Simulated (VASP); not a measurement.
Crystal: Sn3Te.

```
Te Sn
1.0
     4.92965    0.00000    0.00000
     0.00000    4.92965    0.00000
     0.00000    0.00000    4.92965
Te Sn
1 3
Direct
  0.00000 0.00000 0.00000
  0.00000 0.50000 0.50000
  0.50000 0.00000 0.50000
  0.50000 0.50000 0.00000
```

Base run:

```yaml
Program: VASP 6.6.1
Functional: PBEsol
Potentials_or_basis: VASP PAW PBE potentials, release 64 (Te, Sn_d)
Cutoff: 520 eV
k_mesh: 6 × 6 × 6
Occupations: fermi-dirac, width 0.05 eV
Spin: no spin polarisation
```

Its results: band gap on the k mesh zero (band 24 reaches 9.71 eV, above the bottom of band 25 at 6.74 eV); pressure -3.8 GPa.

Q: The run is repeated on the same cell with these changes: functional from PBEsol to LDA; potentials or basis from VASP PAW PBE potentials, release 64 (Te, Sn_d) to VASP PAW LDA potentials, release 64 (Te, Sn_d). What comes out?

A: Band gap on the k mesh zero (band 24 reaches 9.58 eV, above the bottom of band 25 at 6.66 eV); pressure -4.9 GPa.

Caveats: spin-orbit coupling is left out, which moves the levels of the heavy elements; the PAW data sets were made with another functional, which shifts forces and pressure a little (some runs).
